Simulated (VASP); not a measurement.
# Be3H (P-3) in VASP: notebook, part 3 of 3

VASP 6.6.1. The steps go on from the part before.

### 5 Relaxation of cell and atoms, PBE

Contents of INCAR:

```
SYSTEM = Be3H
PREC = Accurate
ENCUT = 600
EDIFF = 1E-6
ISMEAR = 0
SIGMA = 0.1
LREAL = .False.
LASPH = .True.
NELM = 100
ALGO = Normal
ISIF = 3
LWAVE = .False.
LCHARG = .False.
GGA = PE
IBRION = 2
NSW = 90
EDIFFG = -0.04
```

Contents of KPOINTS:

```
Automatic mesh
0
Gamma
  6 6 6
  0 0 0
```

Contents of POSCAR:

```
Be3H
1.0
    4.4146067217      0.0000000000      0.0000000000
   -2.2073033608      3.8231615687      0.0000000000
    0.0000000000      0.0000000000      3.5826029977
Be H
6 2
Direct
    0.0815110678      0.3344273318      0.2607988566
    0.6655726682      0.7470837360      0.2607988566
    0.2529162640      0.9184889322      0.2607988566
    0.7470837360      0.0815110678      0.7392011434
    0.3344273318      0.2529162640      0.7392011434
    0.9184889322      0.6655726682      0.7392011434
    0.3333333333      0.6666666667      0.0512671910
    0.6666666667      0.3333333333      0.9487328090
```

Potentials or basis: VASP PAW PBE potentials, release 64 (Be, H).

On the command line:

```bash
$ cat potpaw_PBE.64/Be/POTCAR potpaw_PBE.64/H/POTCAR > POTCAR
$ mpirun -np 1 vasp_std > vasp.out
```

OUTCAR:

```text
SYSTEM = Be3H
   PREC = Accurate
   ENCUT = 600
   EDIFF = 1E-6
   ISMEAR = 0
   LREAL = .False.
   LASPH = .True.
   NELM = 100
   ISIF = 3
   GGA = PE
   IBRION = 2
   NSW = 90
   EDIFFG = -0.04

 ion  position               nearest neighbor table
   1  0.082  0.334  0.261-   7 1.52   5 2.17   4 2.17   3 2.30   2 2.30   5 2.30   4 2.30   3 2.31
                             2 2.31
   2  0.666  0.747  0.261-   7 1.52   4 2.17   6 2.17   3 2.30   1 2.30   4 2.30   6 2.30   1 2.31
                             3 2.31
   3  0.253  0.918  0.261-   7 1.52   5 2.17   6 2.17   1 2.30   2 2.30   5 2.30   6 2.30   1 2.31
                             2 2.31
   4  0.747  0.082  0.739-   8 1.52   2 2.17   1 2.17   6 2.30   5 2.30   2 2.30   1 2.30   6 2.31
                             5 2.31
   5  0.334  0.253  0.739-   8 1.52   3 2.17   1 2.17   4 2.30   6 2.30   3 2.30   1 2.30   6 2.31
                             4 2.31
   6  0.918  0.666  0.739-   8 1.52   2 2.17   3 2.17   4 2.30   5 2.30   2 2.30   3 2.30   4 2.31
                             5 2.31
   7  0.333  0.667  0.051-   3 1.52   1 1.52   2 1.52
   8  0.667  0.333  0.949-   4 1.52   6 1.52   5 1.52

  LATTYP: Found a hexagonal cell.
 ALAT       =     4.4146067217
 C/A-ratio  =     0.8115338973

  Lattice vectors:

 A1 = (   4.4146067217,   0.0000000000,   0.0000000000)
 A2 = (  -2.2073033608,   3.8231615687,   0.0000000000)
 A3 = (   0.0000000000,   0.0000000000,   3.5826029977)

Analysis of symmetry for initial positions (statically):
=====================================================================
 Subroutine PRICEL returns:
 Original cell was already a primitive cell.

 Routine SETGRP: Setting up the symmetry group for a
 hexagonal supercell.

 Subroutine GETGRP returns: Found  6 space group operations
 (whereof  6 operations were pure point group operations)
 out of a pool of 24 trial point group operations.

[... 173 lines left out ...]
  free energy    TOTEN  =       -26.20688217 eV

  energy without entropy =      -26.19797949  energy(sigma->0) =      -26.20243083

------------------------ aborting loop because EDIFF is reached ----------------------------------------

  FORCE on cell =-STRESS in cart. coord.  units (eV):
  Direction    XX          YY          ZZ          XY          YZ          ZX
  --------------------------------------------------------------------------------------
  -------------------------------------------------------------------------------------
  Total        0.0277197      0.0277197     -0.0613131      0.0000007     -0.0000000      0.0000000
  in kB        0.7344894      0.7344894     -1.6246164      0.0000187     -0.0000000      0.0000000
  external PRESSURE =      -0.0518792 kB  Pullay stress =       0.0000000 kB
[... 107 lines left out ...]
  FREE ENERGIE OF THE ION-ELECTRON SYSTEM (eV)
  ---------------------------------------------------
  free  energy   TOTEN  =       -26.2139217814 eV

  energy  without entropy=      -26.2058848767  energy(sigma->0) =      -26.20990333

[... ionic steps 4 to 9 ...]

--------------------------------------- Ionic step       10  -------------------------------------------

 number of electron      13.9999999 magnetization

------------------------ aborting loop because EDIFF is reached ----------------------------------------
[... 79 lines left out ...]
--------------------------------------- Ionic step       12  -------------------------------------------

 number of electron      14.0000000 magnetization

 Free energy of the ion-electron system (eV)
  ---------------------------------------------------
  ext. energy  EPLUGINS =         0.00000000
  ---------------------------------------------------
  free energy    TOTEN  =       -26.24012537 eV

  energy without entropy =      -26.23323182  energy(sigma->0) =      -26.23667859

 E-fermi :   5.9104     XC(G=0): -10.2854

 val. band max:        5.8008246098   @ k =   0.3333   0.1667   0.0000
 cond. band min:       5.9478037714   @ k =   0.1667   0.3333  -0.1667
 fundamental gap:      0.1469791616
 Fermi energy:         5.9104080575

 k-point     1 :       0.0000    0.0000    0.0000
  band No.  band energies     occupation
      1      -6.2186      2.00000
      2      -0.9388      2.00000
      3       0.3103      2.00000
      4       2.7691      2.00000
      5       3.5388      2.00000
      6       3.5388      2.00000
      7       4.2695      2.00000
      8       4.2695      2.00000
      9       7.5261      0.00000
     10      10.7560      0.00000
     11      10.7560      0.00000
     12      11.8517      0.00000
[... 331 lines left out ...]
 k-point    24 :       0.1667   -0.0000    0.3333
  band No.  band energies     occupation
      1      -5.2596      2.00000
      2      -1.4990      2.00000
      3      -0.7659      2.00000
      4       1.7584      2.00000
      5       3.2515      2.00000
      6       3.6846      2.00000
      7       4.3022      2.00000
      8       5.5293      2.00000
      9       7.3253      0.00000
     10       8.0267      0.00000
     11       9.4837      0.00000
     12       9.9707      0.00000

 [... further k-points ...]
[... 5 lines left out ...]
  --------------------------------------------------------------------------------------
  -------------------------------------------------------------------------------------
  Total        0.0777679      0.0777679      0.1033987      0.0000006      0.0000000      0.0000000
  in kB        2.1320812      2.1320812      2.8347732      0.0000152      0.0000000      0.0000000
  external PRESSURE =       2.3663119 kB  Pullay stress =       0.0000000 kB
[... 23 lines left out ...]
  FREE ENERGIE OF THE ION-ELECTRON SYSTEM (eV)
  ---------------------------------------------------
  free  energy   TOTEN  =       -26.2401253707 eV

  energy  without entropy=      -26.2332318169  energy(sigma->0) =      -26.23667859

 reached required accuracy - stopping structural energy minimisation
```

CONTCAR:

```text
Be3H
   1.00000000000000
     4.3454976311815408   -0.0000006097165120    0.0000000000000000
    -2.1727482875131208    3.7633116455372870   -0.0000000000000000
    -0.0000000000000000   -0.0000000000000001    3.5735331310366942
  Be              H
     6     2
Direct
     0.0573116096803577    0.3364104584127388    0.2597091552285660
     0.6635895415872611    0.7209011512676188    0.2597091552285660
     0.2790988487323811    0.9426883903196425    0.2597091552285660
     0.7209011512676190    0.0573116096803577    0.7402908447714340
     0.3364104584127388    0.2790988487323812    0.7402908447714340
     0.9426883903196424    0.6635895415872610    0.7402908447714340
     0.3333333332999970    0.6666666667000030    0.0367214629050498
     0.6666666667000030    0.3333333332999970    0.9632785370949500

  0.00000000E+00  0.00000000E+00  0.00000000E+00
  0.00000000E+00  0.00000000E+00  0.00000000E+00
  0.00000000E+00  0.00000000E+00  0.00000000E+00
  0.00000000E+00  0.00000000E+00  0.00000000E+00
  0.00000000E+00  0.00000000E+00  0.00000000E+00
  0.00000000E+00  0.00000000E+00  0.00000000E+00
  0.00000000E+00  0.00000000E+00  0.00000000E+00
  0.00000000E+00  0.00000000E+00  0.00000000E+00
```

Wall time 3.3 min (1 thread of Oxide Virtual Turin-like, shared host); peak memory 0.17 GiB.

What came out:

```
Free energy                            : -26.2401 eV
Relaxed volume                         : 7.30 Å³/atom
Relaxed cell                           : a = 4.345 Å, b = 4.345 Å, c = 3.574 Å, α = 90.00°, β = 90.00°, γ = 120.00°
Space group after relaxing (to 0.05 Å) : P-3 (No. 147)
Energy gained by relaxing              : 4.2 meV/atom
Ionic steps                            : 12
Pressure after relaxing                : 0.2 GPa
Largest force after relaxing           : 0.029 eV/Å
Band gap on the k mesh                 : zero (band 7 reaches 7.38 eV, above the bottom of band 8 at 4.27 eV)
```

Forces on the atoms (eV/Å):
```
Be  -0.010 -0.020  0.018
Be   0.023  0.001  0.018
Be  -0.013  0.019  0.018
Be   0.013 -0.019 -0.018
Be  -0.023 -0.001 -0.018
Be   0.010  0.020 -0.018
H    0.000  0.000 -0.001
H    0.000  0.000  0.001
```

The path:
| step | energy change (eV) | largest force (eV/Å) | pressure (GPa) | volume (Å³) |
| --- | --- | --- | --- | --- |
| 1 | 0.0000 | 0.0825 | -0.01 | 60.47 |
| 2 | -0.0021 | 0.0775 | -0.12 | 60.46 |
| 3 | -0.0070 | 0.0754 | -0.45 | 60.46 |
| 4 | -0.0110 | 0.1245 | -1.07 | 60.44 |
| 5 | -0.0120 | 0.1201 | -1.05 | 60.40 |
| 6 | -0.0150 | 0.1069 | -1.00 | 60.26 |
| 7 | -0.0200 | 0.0823 | -0.88 | 59.98 |
| 8 | -0.0268 | 0.0498 | -0.63 | 59.42 |
| 9 | -0.0258 | 0.1183 | 0.05 | 58.32 |
| 10 | -0.0289 | 0.0676 | -0.34 | 58.92 |
| 11 | -0.0308 | 0.0541 | -0.19 | 58.79 |
| 12 | -0.0332 | 0.0287 | 0.24 | 58.44 |

Final structure:
```
Be H
1.0
     4.34550    0.00000    0.00000
    -2.17275    3.76331    0.00000
     0.00000    0.00000    3.57353
Be H
6 2
Direct
  0.05731 0.33641 0.25971
  0.66359 0.72090 0.25971
  0.27910 0.94269 0.25971
  0.72090 0.05731 0.74029
  0.33641 0.27910 0.74029
  0.94269 0.66359 0.74029
  0.33333 0.66667 0.03672
  0.66667 0.33333 0.96328
```

Levels at points of the mesh, in eV from the Fermi level:
```
           k point  band 5  band 6  band 7  band 8  band 9  band 10
(0.00, 0.00, 0.00)   -2.37   -2.37   -1.64   -1.64    1.62     4.85
(0.50, 0.00, 0.00)   -2.04   -1.33    0.74    1.15    2.96     3.05
(0.00, 0.00, 0.50)   -1.79   -1.79   -1.54   -1.54   -0.33     1.25
(0.50, 0.00, 0.50)   -4.81   -3.61   -0.92   -0.55    4.39     5.24
```

### 6 Overview

```tsv
task	cell	k mesh	cutoff (eV)	gap on the mesh (eV)	pressure (GPa)	relaxed volume (Å³/atom)	largest force (eV/Å)
single point	a = 4.415, b = 4.415, c = 3.583 Å, angles 90.0, 90.0, 120.0°, 8 atoms	6 × 6 × 4	520	none	0.1	-	0.02
single point	a = 4.304, b = 4.304, c = 3.586 Å, angles 90.0, 90.0, 120.0°, 8 atoms	6 × 6 × 6	520	none	0.1	-	0.04
relaxation of cell and atoms	relaxed from a = 4.458, b = 4.458, c = 4.095 Å, angles 90.0, 90.0, 120.0°, 8 atoms	6 × 6 × 4	600	none	0.4	7.38	0.04
relaxation of cell and atoms	relaxed from a = 4.415, b = 4.415, c = 3.583 Å, angles 90.0, 90.0, 120.0°, 8 atoms	6 × 6 × 6	600	none	0.2	7.30	0.03
```

Alike in all rows: level PBE; potentials or basis VASP PAW PBE potentials, release 64 (Be, H); no spin polarisation; smearing gaussian 0.1 eV.

Caveats: some runs use coarse meshes; the volume moved by over 15 % at a fixed basis, so the end points are rough (some runs).

Absolute energies hang on the potentials; compare differences alone.
